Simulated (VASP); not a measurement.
# GaN (rocksalt type) (Fm-3m) in VASP: a series of runs

GaN (rocksalt type) is run at these levels: PBEsol; tasks: single point.

All numbers are computed with VASP 6.6.1; they aren't measurements. Logs are shortened: lines on timing, memory, paths and dates and some standing lists are left out, and cuts for length are marked.

### Step 1. The cell of the first run

Symmetry: Fm-3m, No. 225, cubic system. Conventional cell: a = 3.457 Å, b = 3.457 Å, c = 3.457 Å, α = 90.00°, β = 90.00°, γ = 90.00°. Ga (site symmetry m-3m) has 6 N at 1.73 Å within 2.3 Å. Within 2.3 Å of N (site symmetry m-3m) lie 6 Ga at 1.73 Å.

### Step 2. Single point, PBEsol (volume scaled by 0.55)

Contents of INCAR:

```
SYSTEM = GaN
  PREC = Accurate
  ENCUT = 600
  EDIFF = 1E-6
  ISMEAR = -1
  SIGMA = 0.05
  LREAL = .False.
  LASPH = .True.
  NELM = 120
  ALGO = Normal
  ISIF = 2
  LWAVE = .False.
  LCHARG = .True.
  GGA = PS
  LELF = .True.
  LVHAR = .True.
  NBANDS = 16
  GGA_COMPAT = .False.
```

Contents of KPOINTS:

```
regular mesh
0
Gamma
  17 17 17
  0 0 0
```

Contents of POSCAR:

```
GaN
1.0
    0.0000000000      1.7285796390      1.7285796390
    1.7285796390      0.0000000000      1.7285796390
    1.7285796390      1.7285796390      0.0000000000
Ga N
1 1
Direct
    0.0000000000      0.0000000000      0.0000000000
    0.5000000000      0.5000000000      0.5000000000
```

Potentials or basis: VASP PAW PBE potentials, release 64 (Ga_d, N).

On the command line:

```sh
cat potpaw_PBE.64/Ga_d/POTCAR potpaw_PBE.64/N/POTCAR > POTCAR
mpirun -np 1 vasp_std > vasp.out
```

OUTCAR:

```text
SYSTEM = GaN
   PREC = Accurate
   ENCUT = 600
   EDIFF = 1E-6
   ISMEAR = -1
   LREAL = .False.
   LASPH = .True.
   NELM = 120
   ISIF = 2
   GGA = PS

 ion  position               nearest neighbor table
   1  0.000  0.000  0.000-   2 1.73   2 1.73   2 1.73   2 1.73   2 1.73   2 1.73
   2  0.500  0.500  0.500-   1 1.73   1 1.73   1 1.73   1 1.73   1 1.73   1 1.73

  LATTYP: Found a face centered cubic cell.
 ALAT       =     3.4571592780

  Lattice vectors:

 A1 = (   0.0000000000,   1.7285796390,   1.7285796390)
 A2 = (   1.7285796390,   0.0000000000,   1.7285796390)
 A3 = (   1.7285796390,   1.7285796390,   0.0000000000)

Analysis of symmetry for initial positions (statically):
=====================================================================
 Subroutine PRICEL returns:
 Original cell was already a primitive cell.

 Routine SETGRP: Setting up the symmetry group for a
 face centered cubic supercell.

 Subroutine GETGRP returns: Found 48 space group operations
 (whereof 48 operations were pure point group operations)
 out of a pool of 48 trial point group operations.

The static configuration has the point symmetry O_h .

Analysis of symmetry for dynamics (positions and initial velocities):
=====================================================================
 Subroutine PRICEL returns:
 Original cell was already a primitive cell.

 Routine SETGRP: Setting up the symmetry group for a
 face centered cubic supercell.

 Subroutine GETGRP returns: Found 48 space group operations
 (whereof 48 operations were pure point group operations)
 out of a pool of 48 trial point group operations.

The dynamic configuration has the point symmetry O_h .

 Subroutine INISYM returns: Found 48 space group operations
 (whereof 48 operations are pure point group operations),
 and found     1 'primitive' translations

----------------------------------------------------------------------------------------

                                     Primitive cell

  volume of cell :      10.3299

  direct lattice vectors                    reciprocal lattice vectors
     0.000000000  1.728579639  1.728579639    -0.289254824  0.289254824  0.289254824
     1.728579639  0.000000000  1.728579639     0.289254824 -0.289254824  0.289254824
     1.728579639  1.728579639  0.000000000     0.289254824  0.289254824 -0.289254824

  length of vectors
     2.444580769  2.444580769  2.444580769     0.501004052  0.501004052  0.501004052

  position of ions in fractional coordinates (direct lattice)
     0.000000000  0.000000000  0.000000000
     0.500000000  0.500000000  0.500000000

  ion indices of the primitive-cell ions
   primitive index   ion index
                 1           1
                 2           2

----------------------------------------------------------------------------------------

 KPOINTS: regular mesh

Automatic generation of k-mesh.
 Grid dimensions read from file:
 generate k-points for:   17   17   17

 Generating k-lattice:

  Cartesian coordinates                     Fractional coordinates (reciprocal lattice)
    -0.017014990  0.017014990  0.017014990     0.058823529  0.000000000  0.000000000
     0.017014990 -0.017014990  0.017014990     0.000000000  0.058823529  0.000000000
     0.017014990  0.017014990 -0.017014990     0.000000000  0.000000000  0.058823529

  Length of vectors
     0.029470827  0.029470827  0.029470827

  Shift w.r.t. Gamma in fractional coordinates (k-lattice)
     0.000000000  0.000000000  0.000000000

 Subroutine IBZKPT returns following result:
 ===========================================

 Found    165 irreducible k-points:

 Following reciprocal coordinates:
            Coordinates               Weight
  0.000000  0.000000  0.000000      1.000000
  0.058824  0.000000  0.000000      8.000000
  0.117647  0.000000  0.000000      8.000000
  0.176471  0.000000  0.000000      8.000000
  0.235294  0.000000  0.000000      8.000000
  0.294118  0.000000  0.000000      8.000000
[... 16 lines left out ...]
 -0.176471  0.058824  0.000000     24.000000
 -0.117647  0.058824  0.000000     24.000000
 [... further k-points ...]
   k-points           NKPTS =    165   k-points in BZ     NKDIM =    165   number of bands    NBANDS=     16
   number of dos      NEDOS =    301   number of ions     NIONS =      2
   total plane-waves  NPLWV =   8000
   dimension x,y,z NGX =    20 NGY =   20 NGZ =   20
   dimension x,y,z NGXF=    40 NGYF=   40 NGZF=   40
   ions per type =               1   1
   NGX,Y,Z   is equivalent  to a cutoff of  13.60, 13.60, 13.60 a.u.
   NGXF,Y,Z  is equivalent  to a cutoff of  27.20, 27.20, 27.20 a.u.
 SYSTEM =  GaN
   PREC   = accura    normal or accurate (medium, high low for compatibility)
   ISTART =      0    job   : 0-new  1-cont  2-samecut
   ICHARG =      2    charge: 1-file 2-atom 10-const
   ISPIN  =      1    spin polarized calculation?
   LNONCOLLINEAR =      F non collinear calculations
   LSORBIT =      F    spin-orbit coupling
   LASPH  =      T    aspherical Exc in radial PAW
   ENCUT  =  600.0 eV  44.10 Ry    6.64 a.u.   4.88  4.88  4.88*2*pi/ulx,y,z
   NELM   =    120;   NELMIN=  2; NELMDL= -5     # of ELM steps
   EDIFF  = 0.1E-05   stopping-criterion for ELM
   LREAL  =      F    real-space projection
   EDIFFG = 0.1E-04   stopping-criterion for IOM
   NSW    =      0    number of steps for IOM
   IBRION =     -1    ionic relax: 0-MD 1-quasi-New 2-CG
   NFREE  =      0    steps in history (QN), initial steepest desc. (CG)
   ISIF   =      2    stress and relaxation
   ISYM   =      2    0-nonsym 1-usesym 2-fastsym
   POTIM  = 0.5000    time-step for ionic-motion
   TEBEG  =    0.0;   TEEND  =   0.0 temperature during run
   PSTRESS=    0.0 pullay stress
   NELECT =      18.0000    total number of electrons
   NUPDOWN=      -1.0000    fix difference up-down
   EMIN   =  10.00;   EMAX   =-10.00  energy-range for DOS
   EFERMI =   0.00;   METHOD = LEGACY
   ISMEAR =    -1;   SIGMA  =   0.05  broadening in eV -4-tet -1-fermi 0-gaus
   EFERMI_NEDOS =   21; number of points for ismear=-14 and -15
   IALGO  =     38    algorithm
   IMIX   =      4    mixing-type and parameters
     AMIX     =   0.40;   BMIX     =  1.00
     AMIX_MAG =   1.60;   BMIX_MAG =  1.00
  volume/ion in A,a.u.               =       5.16        34.85
  Fermi-wavevector in a.u.,A,eV,Ry     =   1.970000  3.722761 52.802862  3.880901
  Thomas-Fermi vector in A             =   2.992864
   LORBIT       =      0    0 simple, 1 ext, 2 COOP (PROOUT), +10 PAW based schemes
   GGA     = PS    functional components
   LHFCALC =     F    Hartree Fock is set to
   AEXX    =    0.0000 exact exchange contribution
   IVDW    =     0    specifies the selected vdW correction
   LEPSILON=     F    determine dielectric tensor
   LRPA    =     F    only Hartree local field effects (RPA)
 non-spin polarized calculation
  energy-cutoff  :      600.00
  volume of cell :       10.33
 maximum number of plane-waves:       357
   NGX =  9   NGY =  9   NGZ =  9

 number of electron      17.9999993 magnetization

 Free energy of the ion-electron system (eV)
  ---------------------------------------------------
  ext. energy  EPLUGINS =         0.00000000
  ---------------------------------------------------
  free energy    TOTEN  =        -4.18627278 eV

  energy without entropy =       -4.18627278  energy(sigma->0) =       -4.18627278

 E-fermi :  19.3514     XC(G=0): -17.1825

 val. band max:       18.3234214056   @ k =   0.4706   0.0000   0.0000
 cond. band min:      23.7018447432   @ k =   0.4706   0.4706   0.0000
 fundamental gap:      5.3784233377
 Fermi energy:        19.3513904280

 k-point     1 :       0.0000    0.0000    0.0000
  band No.  band energies     occupation
      1      -7.5379      2.00000
      2       2.9959      2.00000
      3       2.9959      2.00000
      4       2.9959      2.00000
      5       3.4564      2.00000
      6       3.4564      2.00000
[... 8 lines left out ...]
     15      44.8042      0.00000
     16      44.8042      0.00000

 k-point     2 :       0.0588    0.0000    0.0000
  band No.  band energies     occupation
      1      -7.4215      2.00000
      2       2.9626      2.00000
      3       3.0116      2.00000
      4       3.0116      2.00000
      5       3.4160      2.00000
      6       3.4160      2.00000
[... 8 lines left out ...]
     15      43.6476      0.00000
     16      43.6476      0.00000

 k-point     3 :       0.1176    0.0000    0.0000
  band No.  band energies     occupation
      1      -7.0748      2.00000
      2       2.8634      2.00000
      3       3.0153      2.00000
      4       3.0153      2.00000
      5       3.3458      2.00000
      6       3.3458      2.00000
[... 8 lines left out ...]
     15      42.2003      0.00000
     16      42.2003      0.00000

 k-point     4 :       0.1765    0.0000    0.0000
  band No.  band energies     occupation
      1      -6.5066      2.00000
      2       2.6977      2.00000
      3       2.8825      2.00000
      4       2.8826      2.00000
      5       3.3885      2.00000
      6       3.3885      2.00000
[... 8 lines left out ...]
     15      41.7552      0.00000
     16      41.7552      0.00000

 k-point     5 :       0.2353    0.0000    0.0000
  band No.  band energies     occupation
      1      -5.7324      2.00000
      2       2.4592      2.00000
      3       2.6479      2.00000
      4       2.6479      2.00000
      5       3.5305      2.00000
      6       3.5305      2.00000
[... 8 lines left out ...]
     15      42.4073      0.00000
     16      42.4073      0.00000

 k-point     6 :       0.2941    0.0000    0.0000
  band No.  band energies     occupation
      1      -4.7767      2.00000
      2       2.1273      2.00000
      3       2.3986      2.00000
      4       2.3986      2.00000
      5       3.7009      2.00000
      6       3.7009      2.00000
[... 8 lines left out ...]
     15      43.7758      0.00000
     16      43.7758      0.00000

 k-point     7 :       0.3529    0.0000    0.0000
  band No.  band energies     occupation
      1      -3.6788      2.00000
      2       1.6592      2.00000
      3       2.1798      2.00000
      4       2.1798      2.00000
      5       3.8624      2.00000
      6       3.8624      2.00000
[... 8 lines left out ...]
     15      45.6267      0.00000
     16      45.6267      0.00000

 k-point     8 :       0.4118    0.0000    0.0000
  band No.  band energies     occupation
      1      -2.5064      2.00000
      2       1.0037      2.00000
      3       2.0195      2.00000
      4       2.0195      2.00000
      5       3.9875      2.00000
      6       3.9875      2.00000
[... 8 lines left out ...]
     15      47.8524      0.00000
     16      47.8524      0.00000

 k-point     9 :       0.4706    0.0000    0.0000
  band No.  band energies     occupation
      1      -1.4307      2.00000
      2       0.2171      2.00000
      3       1.9352      2.00000
      4       1.9352      2.00000
      5       4.0557      2.00000
      6       4.0557      2.00000
[... 8 lines left out ...]
     15      50.3812      0.00000
     16      50.3812      0.00000
[... 172 lines left out ...]
 k-point    19 :      -0.4118    0.0588    0.0000
  band No.  band energies     occupation
      1      -2.0971      2.00000
      2       0.7417      2.00000
      3       1.9873      2.00000
      4       2.0713      2.00000
      5       3.9782      2.00000
      6       4.0992      2.00000
[... 8 lines left out ...]
     15      47.0593      0.00000
     16      50.3196      0.00000

 k-point    20 :      -0.3529    0.0588    0.0000
  band No.  band energies     occupation
      1      -3.2336      2.00000
      2       1.4174      2.00000
      3       2.0976      2.00000
      4       2.2111      2.00000
      5       3.8435      2.00000
      6       4.0160      2.00000
[... 8 lines left out ...]
     15      44.6943      0.00000
     16      48.1702      0.00000

 k-point    21 :      -0.2941    0.0588    0.0000
  band No.  band energies     occupation
      1      -4.3470      2.00000
      2       1.9367      2.00000
      3       2.2793      2.00000
      4       2.3928      2.00000
      5       3.6720      2.00000
      6       3.8823      2.00000
[... 8 lines left out ...]
     15      42.6614      0.00000
     16      46.2849      0.00000

 k-point    22 :      -0.2353    0.0588    0.0000
  band No.  band energies     occupation
      1      -5.3440      2.00000
      2       2.3293      2.00000
      3       2.5138      2.00000
      4       2.5923      2.00000
      5       3.4876      2.00000
      6       3.7235      2.00000
[... 8 lines left out ...]
     15      42.0094      0.00000
     16      44.7982      0.00000

 k-point    23 :      -0.1765    0.0588    0.0000
  band No.  band energies     occupation
      1      -6.1750      2.00000
      2       2.6152      2.00000
      3       2.7741      2.00000
      4       2.7915      2.00000
      5       3.3157      2.00000
      6       3.5721      2.00000
[... 8 lines left out ...]
     15      41.6255      0.00000
     16      43.8470      0.00000

 k-point    24 :      -0.1176    0.0588    0.0000
  band No.  band energies     occupation
      1      -6.8095      2.00000
      2       2.8023      2.00000
      3       2.9493      2.00000
      4       3.0142      2.00000
      5       3.1904      2.00000
      6       3.4699      2.00000
[... 8 lines left out ...]
     15      40.8303      0.00000
     16      43.5355      0.00000

 [... further k-points ...]
[... 5 lines left out ...]
  --------------------------------------------------------------------------------------
  -------------------------------------------------------------------------------------
  Total       33.4276296     33.4276296     33.4276296      0.0000000      0.0000000     -0.0000000
  in kB     5184.6326237   5184.6326237   5184.6326237      0.0000000      0.0000000     -0.0000000
  external PRESSURE =    5184.6326237 kB  Pullay stress =       0.0000000 kB

 VOLUME and BASIS-vectors are now :
 -----------------------------------------------------------------------------
  energy-cutoff  :      600.00
  volume of cell :       10.33
      direct lattice vectors                 reciprocal lattice vectors
     0.000000000  1.728579639  1.728579639    -0.289254824  0.289254824  0.289254824
     1.728579639  0.000000000  1.728579639     0.289254824 -0.289254824  0.289254824
     1.728579639  1.728579639  0.000000000     0.289254824  0.289254824 -0.289254824

 POSITION                                       TOTAL-FORCE (eV/Angst)
 -----------------------------------------------------------------------------------
      0.00000      0.00000      0.00000        -0.000000      0.000000      0.000000
      1.72858      1.72858      1.72858         0.000000     -0.000000     -0.000000
 -----------------------------------------------------------------------------------
    total drift:                                0.000000     -0.000000     -0.000000

  FREE ENERGIE OF THE ION-ELECTRON SYSTEM (eV)
  ---------------------------------------------------
  free  energy   TOTEN  =        -4.1862727791 eV

  energy  without entropy=       -4.1862727790  energy(sigma->0) =       -4.18627278
```

It took 14 s on 1 thread of Intel Xeon 6975P-C (Granite Rapids), shared host; peak memory 0.15 GiB.

What came out:

- Free energy: -4.1863 eV
- Pressure: 518.5 GPa
- Band gap on the k mesh: 5.38 eV, indirect (least direct gap 6.74 eV)

Levels at points of the mesh, in eV from the valence-band top:
| k point | band 6 | band 7 | band 8 | band 9 | band 10 | band 11 | band 12 | band 13 |
| --- | --- | --- | --- | --- | --- | --- | --- | --- |
| (0.00, 0.00, 0.00) | -14.87 | -2.13 | -2.13 | -2.13 | 11.21 | 16.80 | 18.65 | 18.65 |

Caveat: the PAW data sets were made with another functional, which shifts forces and pressure a little.

### Step 3. Single point, PBEsol (volume scaled by 0.55)

Contents of INCAR:

```
  ALGO = Normal
  EDIFF = 1E-6
  ENCUT = 600
  GGA = PS
  GGA_COMPAT = False
  ISIF = 2
  ISMEAR = -1
  LASPH = True
  LCHARG = False
  LREAL = False
  LWAVE = False
  NBANDS = 16
  NELM = 120
  PREC = Accurate
  SIGMA = 0.05
```

Contents of KPOINTS:

```
k-points
0
Gamma
  17 17 17
```

POSCAR is that of step 2.

Potentials or basis: VASP PAW PBE potentials, release 64 (Ga_d, N).

On the command line:

```sh
cat potpaw_PBE.64/Ga_d/POTCAR potpaw_PBE.64/N/POTCAR > POTCAR
mpirun -np 1 vasp_std > vasp.out
```

It took 14 s on 1 thread of Intel Xeon 6975P-C (Granite Rapids), shared host; peak memory 0.15 GiB.

It converged, with:

```
Free energy            : -4.1863 eV
Pressure               : 518.5 GPa
Band gap on the k mesh : 5.38 eV, indirect (least direct gap 6.74 eV)
```

Levels at points of the mesh, in eV from the valence-band top:
```
           k point  band 7  band 8  band 9  band 10  band 11  band 12
(0.00, 0.00, 0.00)   -2.13   -2.13   -2.13    11.21    16.80    18.65
```

Caveat: the PAW data sets were made with another functional, which shifts forces and pressure a little.

### Step 4. Single point, PBEsol (volume scaled by 0.64)

Contents of INCAR:

```
PREC     = Accurate       # precision mode
ENCUT    = 600            # plane-wave cutoff, eV
EDIFF    = 1E-6           # SCF threshold, eV
ISMEAR   = -1             # smearing method
SIGMA    = 0.05           # smearing width, eV
LREAL    = False          # projectors in reciprocal space
LASPH    = True           # aspherical terms in the spheres
NELM     = 120            # most SCF steps
ALGO     = Normal         # electronic algorithm
ISIF     = 2              # what is computed and relaxed
LWAVE    = False          # write WAVECAR
LCHARG   = False          # write CHGCAR
GGA      = PS             # functional
NBANDS   = 16             # bands
GGA_COMPAT= False
```

Contents of KPOINTS:

```
regular mesh
0
Gamma
  17 17 17
```

Contents of POSCAR:

```
GaN
1.0
    0.0000000000      1.8181448828      1.8181448828
    1.8181448828      0.0000000000      1.8181448828
    1.8181448828      1.8181448828      0.0000000000
Ga N
1 1
Direct
    0.0000000000      0.0000000000      0.0000000000
    0.5000000000      0.5000000000      0.5000000000
```

On the command line:

```sh
cat potpaw_PBE.64/Ga_d/POTCAR potpaw_PBE.64/N/POTCAR > POTCAR
mpirun -np 1 vasp_std > vasp.out
```

Run time: 16 s. Hardware: 1 thread of Intel Xeon 6975P-C (Granite Rapids), shared host; peak memory 0.17 GiB.

It converged, with:

| Property | Result |
| --- | --- |
| Free energy | -8.2740 eV |
| Pressure | 280.1 GPa |
| Band gap on the k mesh | 4.00 eV, indirect (least direct gap 6.48 eV) |

Levels at points of the mesh, in eV from the valence-band top:
```csv
k point,band 7,band 8,band 9,band 10,band 11,band 12
"(0.00, 0.00, 0.00)",-1.46,-1.46,-1.46,8.62,16.93,17.56
```

Caveat: the PAW data sets were made with another functional, which shifts forces and pressure a little. A k mesh can miss the band edges.

### Step 5. Single point, PBEsol (volume scaled by 0.64)

Contents of INCAR:

```
SYSTEM = GaN
ALGO = Normal
EDIFF = 1E-6
ENCUT = 600
GGA = PS
GGA_COMPAT = .False.
ISIF = 2
ISMEAR = -1
LASPH = .True.
LCHARG = .False.
LREAL = .False.
LWAVE = .False.
NBANDS = 16
NELM = 120
PREC = Accurate
SIGMA = 0.05
```

Contents of KPOINTS:

```
k-points
0
Gamma
  17 17 17
  0 0 0
```

POSCAR is that of step 4.

On the command line:

```sh
cat potpaw_PBE.64/Ga_d/POTCAR potpaw_PBE.64/N/POTCAR > POTCAR
mpirun -np 1 vasp_std > vasp.out
```

Run time: 16 s. Hardware: 1 thread of Intel Xeon 6975P-C (Granite Rapids), shared host; peak memory 0.17 GiB.

The run converged. Its results:

```yaml
Free_energy: -8.2740 eV
Pressure: 280.1 GPa
Band_gap_on_the_k_mesh: 4.00 eV, indirect (least direct gap 6.48 eV)
```

Levels at points of the mesh, in eV from the valence-band top:
| k point | band 7 | band 8 | band 9 | band 10 | band 11 | band 12 |
| --- | --- | --- | --- | --- | --- | --- |
| (0.00, 0.00, 0.00) | -1.46 | -1.46 | -1.46 | 8.62 | 16.93 | 17.56 |

Caveat: the PAW data sets were made with another functional, which shifts forces and pressure a little.

(Part 1 of 2 ends here.)
